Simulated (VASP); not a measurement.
# Sn4O7 (a cell with a defect) in VASP: single point with PBE+D3(BJ)

Aim: the single point of Sn4O7 (a cell with a defect) with PBE+D3(BJ).

All numbers are computed with VASP 6.6.1; they aren't measurements. Logs are shortened: lines on timing, memory, paths and dates and some standing lists are left out, and cuts for length are marked.

## Step 1: The cell of the first run

The cell holds a defect, 11 atoms: a = 5.692 Å, b = 5.692 Å, c = 5.692 Å, α = 69.33°, β = 69.33°, γ = 69.33°.

## Step 2: Single point, PBE+D3(BJ) (atom 11 moved 0.333 of the way to it and +0.500 Å across, host rigid)

File INCAR:

```
  PREC = Accurate
  ENCUT = 520
  EDIFF = 1E-6
  ISMEAR = 0
  SIGMA = 0.05
  LREAL = F
  LASPH = T
  NELM = 60
  ALGO = Normal
  ISIF = 2
  LWAVE = F
  LCHARG = F
  GGA = PE
  IVDW = 12
  NBANDS = 60
  NELECT = 96.0
  KPAR = 4
```

File KPOINTS:

```
Automatic mesh
0
Gamma
  6 6 6
```

File POSCAR:

```
Sn4O7
1.0
   -3.2376496260     -1.8692578831      4.2923370236
    3.2376496260     -1.8692578831      4.2923370236
    0.0000000000      3.7385157663      4.2923370236
Sn O
4 7
Direct
    0.5000000000      0.5000000000      0.5000000000
    0.0000000000      0.0000000000      0.5000000000
    0.0000000000      0.5000000000      0.0000000000
    0.5000000000      0.0000000000      0.0000000000
    0.7436146560      0.7436146560      0.2436146560
    0.7436146560      0.2436146560      0.7436146560
    0.2436146560      0.7436146560      0.7436146560
    0.7563853440      0.7563853440      0.7563853440
    0.2563853440      0.2563853440      0.7563853440
    0.2563853440      0.7563853440      0.2563853440
    0.8888437084      0.3464027948      0.2503971101
```

Potentials or basis: VASP PAW PBE potentials, release 64 (Sn_d, O).

Started as:

```bash
$ cat potpaw_PBE.64/Sn_d/POTCAR potpaw_PBE.64/O/POTCAR > POTCAR
$ mpirun -np 4 vasp_std > vasp.out
```

OUTCAR:

```text
PREC = Accurate
   ENCUT = 520
   EDIFF = 1E-6
   ISMEAR = 0
   LREAL = F
   LASPH = T
   NELM = 60
   ISIF = 2
   GGA = PE
   IVDW = 12
   NELECT = 96.0
 IVDW          = 12

 ion  position               nearest neighbor table
   1  0.500  0.500  0.500-   6 2.12   7 2.12  10 2.12   9 2.12   5 2.12  11 2.23   2 3.24   2 3.24
                             3 3.24   4 3.24   4 3.24   3 3.24
   2  0.000  0.000  0.500-  11 2.02   7 2.12  10 2.12   6 2.12   8 2.12   1 3.24   1 3.24   3 3.24
                             3 3.24   4 3.24   4 3.24
   3  0.000  0.500  0.000-  11 1.44   8 2.12   9 2.12   5 2.12   7 2.12   4 3.24   4 3.24   2 3.24
                             1 3.24   1 3.24   2 3.24
   4  0.500  0.000  0.000-   5 2.12   8 2.12   9 2.12   6 2.12  10 2.12   3 3.24   3 3.24   1 3.24
                             1 3.24   2 3.24   2 3.24
   5  0.744  0.744  0.244-   3 2.12   4 2.12   1 2.12
   6  0.744  0.244  0.744-   1 2.12   2 2.12   4 2.12
   7  0.244  0.744  0.744-   1 2.12   2 2.12   3 2.12
   8  0.756  0.756  0.756-   3 2.12   4 2.12   2 2.12
   9  0.256  0.256  0.756-   3 2.12   4 2.12   1 2.12
  10  0.256  0.756  0.256-   1 2.12   2 2.12   4 2.12
  11  0.889  0.346  0.250-   3 1.44   2 2.02   1 2.23

  LATTYP: Found a trigonal (rhomboedric) cell.
 ALAT       =     5.6921575223
 COS(alpha) =     0.3529529344

  Lattice vectors:

 A1 = (  -3.2376496260,  -1.8692578831,   4.2923370236)
 A2 = (   3.2376496260,  -1.8692578831,   4.2923370236)
 A3 = (   0.0000000000,   3.7385157663,   4.2923370236)

Analysis of symmetry for initial positions (statically):
=====================================================================
 Subroutine PRICEL returns:
 Original cell was already a primitive cell.

 Routine SETGRP: Setting up the symmetry group for a
 trigonal (rhombohedral) supercell.

 Subroutine GETGRP returns: Found  1 space group operations
 (whereof  1 operations were pure point group operations)
 out of a pool of 12 trial point group operations.

The static configuration has the point symmetry C_1 .

Analysis of symmetry for dynamics (positions and initial velocities):
=====================================================================
 Subroutine PRICEL returns:
 Original cell was already a primitive cell.

 Routine SETGRP: Setting up the symmetry group for a
 trigonal (rhombohedral) supercell.

 Subroutine GETGRP returns: Found  1 space group operations
 (whereof  1 operations were pure point group operations)
 out of a pool of 12 trial point group operations.

The dynamic configuration has the point symmetry C_1 .

 Subroutine INISYM returns: Found  1 space group operations
 (whereof  1 operations are pure point group operations),
 and found     1 'primitive' translations

----------------------------------------------------------------------------------------

                                     Primitive cell

  volume of cell :     155.8634

  direct lattice vectors                    reciprocal lattice vectors
    -3.237649626 -1.869257883  4.292337024    -0.154433017 -0.089161944  0.077657773
     3.237649626 -1.869257883  4.292337024     0.154433017 -0.089161944  0.077657773
     0.000000000  3.738515766  4.292337024     0.000000000  0.178323888  0.077657773

  length of vectors
     5.692157522  5.692157522  5.692157522     0.194499714  0.194499714  0.194499714

  position of ions in fractional coordinates (direct lattice)
     0.500000000  0.500000000  0.500000000
     1.000000000  1.000000000  0.500000000
     1.000000000  0.500000000  1.000000000
     0.500000000  1.000000000  1.000000000
     0.743614656  0.743614656  0.243614656
     0.743614656  0.243614656  0.743614656
     0.243614656  0.743614656  0.743614656
     0.756385344  0.756385344  0.756385344
     0.256385344  0.256385344  0.756385344
     0.256385344  0.756385344  0.256385344
     0.888843708  0.346402795  0.250397110

  ion indices of the primitive-cell ions
   primitive index   ion index
                 1           1
                 2           2
                 3           3
                 4           4
                 5           5
                 6           6
                 7           7
                 8           8
                 9           9
                10          10
                11          11

----------------------------------------------------------------------------------------

 KPOINTS: Automatic mesh

Automatic generation of k-mesh.
 Grid dimensions read from file:
 generate k-points for:    6    6    6

 Generating k-lattice:

  Cartesian coordinates                     Fractional coordinates (reciprocal lattice)
    -0.025738836 -0.014860324  0.012942962     0.166666667 -0.000000000 -0.000000000
     0.025738836 -0.014860324  0.012942962    -0.000000000  0.166666667 -0.000000000
     0.000000000  0.029720648  0.012942962     0.000000000  0.000000000  0.166666667

  Length of vectors
     0.032416619  0.032416619  0.032416619

  Shift w.r.t. Gamma in fractional coordinates (k-lattice)
     0.000000000  0.000000000  0.000000000

 Subroutine IBZKPT returns following result:
 ===========================================

 Found    112 irreducible k-points:

 Following reciprocal coordinates:
            Coordinates               Weight
  0.000000  0.000000  0.000000      1.000000
  0.166667  0.000000  0.000000      2.000000
  0.000000  0.166667  0.000000      2.000000
  0.000000  0.000000  0.166667      2.000000
  0.333333  0.000000  0.000000      2.000000
  0.000000  0.333333  0.000000      2.000000
[... 16 lines left out ...]
 -0.166667  0.500000  0.000000      2.000000
  0.166667  0.000000  0.500000      2.000000
 [... further k-points ...]
   k-points           NKPTS =    112   k-points in BZ     NKDIM =    112   number of bands    NBANDS=     60
   number of dos      NEDOS =    301   number of ions     NIONS =     11
   total plane-waves  NPLWV =  74088
   dimension x,y,z NGX =    42 NGY =   42 NGZ =   42
   dimension x,y,z NGXF=    84 NGYF=   84 NGZF=   84
   ions per type =               4   7
   NGX,Y,Z   is equivalent  to a cutoff of  12.27, 12.27, 12.27 a.u.
   NGXF,Y,Z  is equivalent  to a cutoff of  24.53, 24.53, 24.53 a.u.
 SYSTEM =  unknown system
   PREC   = accura    normal or accurate (medium, high low for compatibility)
   ISTART =      0    job   : 0-new  1-cont  2-samecut
   ICHARG =      2    charge: 1-file 2-atom 10-const
   ISPIN  =      1    spin polarized calculation?
   LNONCOLLINEAR =      F non collinear calculations
   LSORBIT =      F    spin-orbit coupling
   LASPH  =      T    aspherical Exc in radial PAW
   ENCUT  =  520.0 eV  38.22 Ry    6.18 a.u.  10.58 10.58 10.58*2*pi/ulx,y,z
   NELM   =     60;   NELMIN=  2; NELMDL= -5     # of ELM steps
   EDIFF  = 0.1E-05   stopping-criterion for ELM
   LREAL  =      F    real-space projection
   EDIFFG = 0.1E-04   stopping-criterion for IOM
   NSW    =      0    number of steps for IOM
   IBRION =     -1    ionic relax: 0-MD 1-quasi-New 2-CG
   NFREE  =      0    steps in history (QN), initial steepest desc. (CG)
   ISIF   =      2    stress and relaxation
   ISYM   =      2    0-nonsym 1-usesym 2-fastsym
   POTIM  = 0.5000    time-step for ionic-motion
   TEBEG  =    0.0;   TEEND  =   0.0 temperature during run
   PSTRESS=    0.0 pullay stress
   NELECT =      96.0000    total number of electrons
   NUPDOWN=      -1.0000    fix difference up-down
   EMIN   =  10.00;   EMAX   =-10.00  energy-range for DOS
   EFERMI =   0.00;   METHOD = LEGACY
   ISMEAR =     0;   SIGMA  =   0.05  broadening in eV -4-tet -1-fermi 0-gaus
   EFERMI_NEDOS =   21; number of points for ismear=-14 and -15
   IALGO  =     38    algorithm
   IMIX   =      4    mixing-type and parameters
     AMIX     =   0.40;   BMIX     =  1.00
     AMIX_MAG =   1.60;   BMIX_MAG =  1.00
  volume/ion in A,a.u.               =      14.17        95.62
  Fermi-wavevector in a.u.,A,eV,Ry     =   1.392891  2.632183 26.397288  1.940146
  Thomas-Fermi vector in A             =   2.516590
   LORBIT       =      0    0 simple, 1 ext, 2 COOP (PROOUT), +10 PAW based schemes
   GGA     = PE    functional components
   LHFCALC =     F    Hartree Fock is set to
   AEXX    =    0.0000 exact exchange contribution
   IVDW    =    12    specifies the selected vdW correction
   LEPSILON=     F    determine dielectric tensor
   LRPA    =     F    only Hartree local field effects (RPA)
 non-spin polarized calculation
 Gauss-broadening in eV      SIGMA  =   0.05
  energy-cutoff  :      520.00
  volume of cell :      155.86
 maximum number of plane-waves:      4214
   NGX = 21   NGY = 21   NGZ = 21

 number of electron      95.9999995 magnetization

 Free energy of the ion-electron system (eV)
  ---------------------------------------------------
  ext. energy  EPLUGINS =         0.00000000
  ---------------------------------------------------
  free energy    TOTEN  =       -67.87758981 eV

  energy without entropy =      -67.87743940  energy(sigma->0) =      -67.87751460

 E-fermi :   4.9921     XC(G=0): -10.0649

 val. band max:        4.9193653613   @ k =  -0.1667   0.1667   0.0000
 cond. band min:       5.0362426859   @ k =   0.0000   0.0000   0.0000
 fundamental gap:      0.1168773245
 Fermi energy:         4.9920983499

 k-point     1 :       0.0000    0.0000    0.0000
  band No.  band energies     occupation
      1     -20.2070      2.00000
      2     -16.2233      2.00000
      3     -16.1379      2.00000
      4     -15.9380      2.00000
      5     -15.7284      2.00000
      6     -15.5845      2.00000
[... 52 lines left out ...]
     59      13.9822      0.00000
     60      14.5355      0.00000

 k-point     2 :       0.1667    0.0000    0.0000
  band No.  band energies     occupation
      1     -20.2052      2.00000
      2     -16.1815      2.00000
      3     -16.1005      2.00000
      4     -15.9255      2.00000
      5     -15.7236      2.00000
      6     -15.5800      2.00000
[... 52 lines left out ...]
     59      14.1173      0.00000
     60      14.4298      0.00000

 k-point     3 :       0.0000    0.1667    0.0000
  band No.  band energies     occupation
      1     -20.2035      2.00000
      2     -16.1853      2.00000
      3     -16.1054      2.00000
      4     -15.9334      2.00000
      5     -15.7160      2.00000
      6     -15.5905      2.00000
[... 1312 lines left out ...]
     59      14.0930      0.00000
     60      14.4441      0.00000

 k-point    24 :       0.1667    0.0000    0.5000
  band No.  band energies     occupation
      1     -20.1881      2.00000
      2     -16.0385      2.00000
      3     -15.9572      2.00000
      4     -15.9050      2.00000
      5     -15.6721      2.00000
      6     -15.6408      2.00000
[... 52 lines left out ...]
     59      14.0074      0.00000
     60      14.6278      0.00000

 [... further k-points ...]

------------------------ aborting loop because EDIFF is reached ----------------------------------------

 Edisp (eV)   -2.20054

 E8    (eV) :    -0.8895

  FORCE on cell =-STRESS in cart. coord.  units (eV):
  Direction    XX          YY          ZZ          XY          YZ          ZX
  --------------------------------------------------------------------------------------
  -------------------------------------------------------------------------------------
  Total     -12.28569    33.11281   -25.19549    -3.99066    -2.54681     2.76032
  in kB    -126.28918   340.37882  -258.99375   -41.02146   -26.17960    28.37436
  external pressure =      -14.97 kB  Pullay stress =        0.00 kB

 VOLUME and BASIS-vectors are now :
 -----------------------------------------------------------------------------
  energy-cutoff  :      520.00
  volume of cell :      155.86
      direct lattice vectors                 reciprocal lattice vectors
    -3.237649626 -1.869257883  4.292337024    -0.154433017 -0.089161944  0.077657773
     3.237649626 -1.869257883  4.292337024     0.154433017 -0.089161944  0.077657773
     0.000000000  3.738515766  4.292337024     0.000000000  0.178323888  0.077657773

 POSITION                                       TOTAL-FORCE (eV/Angst)
 -----------------------------------------------------------------------------------
      0.00000      0.00000      6.43851         1.092143      0.500007      2.703858
      0.00000      1.86926      2.14617        -1.411702      3.647537     -0.457572
      1.61882     -0.93463      2.14617         5.639918    -39.018156      1.258707
     -1.61882     -0.93463      2.14617        -2.800730     -1.410706     -1.431919
      0.00000     -1.86926      7.42937         3.731808     -0.277211      1.345926
     -1.61882      0.93463      7.42937         0.378603      0.126138     -0.061795
      1.61882      0.93463      7.42937        -0.091945      0.012788      0.097506
      0.00000      0.00000      9.73998         0.341792     -0.264519      0.065945
      0.00000      1.86926      5.44765        -0.543541      0.416907      0.126632
      1.61882     -0.93463      5.44765         0.842092     -0.457774      0.039168
     -1.75623     -1.37288      6.37688        -7.178440     36.724990     -3.686455
 -----------------------------------------------------------------------------------
    total drift:                                0.000099      0.001846     -0.000266

  FREE ENERGIE OF THE ION-ELECTRON SYSTEM (eV)
  ---------------------------------------------------
  free  energy   TOTEN  =       -70.0781327588 eV

  energy  without entropy=      -70.0779823436  energy(sigma->0) =      -70.07805755
```

Run time: 4.4 min. Hardware: 4 MPI ranks of Intel Xeon Platinum 8559C (Emerald Rapids), shared host; peak memory 0.79 GiB.

What came out:

```yaml
Free_energy: -70.0781 eV
Largest_force: 39.444 eV/Å
Dispersion_energy_per_atom: -0.200 eV
```

Forces in eV/Å, atoms in the order of the input:
```
Sn    1.092   0.500   2.704
Sn   -1.412   3.648  -0.458
Sn    5.640 -39.018   1.259
Sn   -2.801  -1.411  -1.432
O     3.732  -0.277   1.346
O     0.379   0.126  -0.062
O    -0.092   0.013   0.098
O     0.342  -0.265   0.066
O    -0.544   0.417   0.127
O     0.842  -0.458   0.039
O    -7.178  36.725  -3.686
```

Caveat: the cell carries a net charge on a neutralising background, which shifts energy and pressure; the cell differs from its parent crystal (atom 11 moved 0.333 of the way to it and +0.500 Å across, host rigid); the cell is charged against a uniform background, so pressure and absolute levels hang on convention; spin-orbit coupling is left out, which moves the levels of the heavy elements.
